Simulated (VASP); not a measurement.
Input of a VASP 6.6.1 run:

INCAR

```
  PREC = Accurate
  ENCUT = 500
  EDIFF = 1E-6
  ISMEAR = -1
  SIGMA = 0.1
  LREAL = F
  LASPH = T
  NELM = 120
  ALGO = Normal
  ISIF = 2
  LWAVE = F
  LCHARG = T
  GGA = PS
  LELF = T
  LVHAR = T
  NBANDS = 19
  GGA_COMPAT = F
```

KPOINTS

```
regular mesh
0
Gamma
  11 11 6
```

Contents of POSCAR:

```
ScNb
1.0
    3.0656440000      0.0000000000      0.0000000000
   -1.5328220000      2.6549260000      0.0000000000
    0.0000000000      0.0000000000      5.0721940000
Sc Nb
1 1
Direct
    0.0000000000      0.0000000000      0.0000000000
    0.3333333333      0.6666666667      0.5000000000
```

Potentials or basis: VASP PAW PBE potentials, release 64 (Sc_sv, Nb_sv).

Command:

```bash
$ cat potpaw_PBE.64/Sc_sv/POTCAR potpaw_PBE.64/Nb_sv/POTCAR > POTCAR
$ mpirun -np 1 vasp_std > vasp.out
```

Question: Estimate the pressure.

Answer: -4.1 GPa.

Question: Predict the band gap on the k mesh.

Answer: Zero (band 12 reaches 7.68 eV, above the bottom of band 13 at 6.82 eV).

Stress tensor (GPa, compression positive):
```
-3.99  0.00  0.00
 0.00 -3.99  0.00
 0.00  0.00 -4.40
```

Caveat: the PAW data sets were made with another functional, which shifts forces and pressure a little.
